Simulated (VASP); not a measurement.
Here is a VASP 6.6.1 calculation.

The input POSCAR:

```
GaN
1.0
    3.1890000000      0.0000000000      0.0000000000
   -1.5945000000      2.7617550127      0.0000000000
    0.0000000000      0.0000000000      5.1850000000
Ga N
2 2
Direct
    0.3333333333      0.6666666667      0.0000000000
    0.6666666667      0.3333333333      0.5000000000
    0.3333333333      0.6666666667      0.3770000000
    0.6666666667      0.3333333333      0.8770000000
```

File INCAR.step1:

```
PREC = Accurate
ENCUT = 600
ISMEAR = 0
SIGMA = 0.02
LREAL = False
LASPH = True
NELM = 60
GGA = PE
ALGO = Normal
EDIFF = 1E-4
LWAVE = True
LCHARG = False
```

Contents of INCAR.step2:

```
PREC = Accurate
ENCUT = 600
EDIFF = 1E-7
ISMEAR = 0
SIGMA = 0.02
LREAL = False
LASPH = True
NELM = 60
ALGO = Normal
ISIF = 3
LWAVE = False
LCHARG = False
METAGGA = R2SCAN
LMIXTAU = True
IBRION = 2
NSW = 100
EDIFFG = -0.002
ISTART = 1
```

KPOINTS

```
regular mesh
0
Gamma
  12 12 6
```

Potentials or basis: VASP PAW PBE potentials, release 64 (Ga_d, N).

Launch:

```console
$ cat potpaw_PBE.64/Ga_d/POTCAR potpaw_PBE.64/N/POTCAR > POTCAR
$ cp INCAR.step1 INCAR
$ mpirun -np 1 vasp_std > vasp.out
$ cp INCAR.step2 INCAR
$ mpirun -np 1 vasp_std > vasp.out
```

Predict the relaxed cell.

a = 3.189 Å, b = 3.189 Å, c = 5.194 Å, α = 90.00°, β = 90.00°, γ = 120.00°.

Predict the relaxed volume.

11.44 Å³/atom.

Predict the space group after relaxing (to 0.1 Å).

P6_3mc (No. 186).

The path:
```tsv
step	energy change (eV)	largest force (eV/Å)	pressure (GPa)	volume (Å³)
1	0.0000	0.0039	0.32	45.67
2	0.0000	0.0185	-0.32	45.82
3	-0.0001	0.0074	0.00	45.74
4	-0.0001	0.0087	-0.04	45.75
5	-0.0001	0.0042	0.00	45.74
6	-0.0001	0.0032	0.01	45.74
7	-0.0001	0.0012	0.02	45.73
8	-0.0001	0.0022	0.01	45.74
9	-0.0001	0.0017	0.00	45.74
```

Caveat: the PAW data sets were made with another functional, which shifts forces and pressure a little.
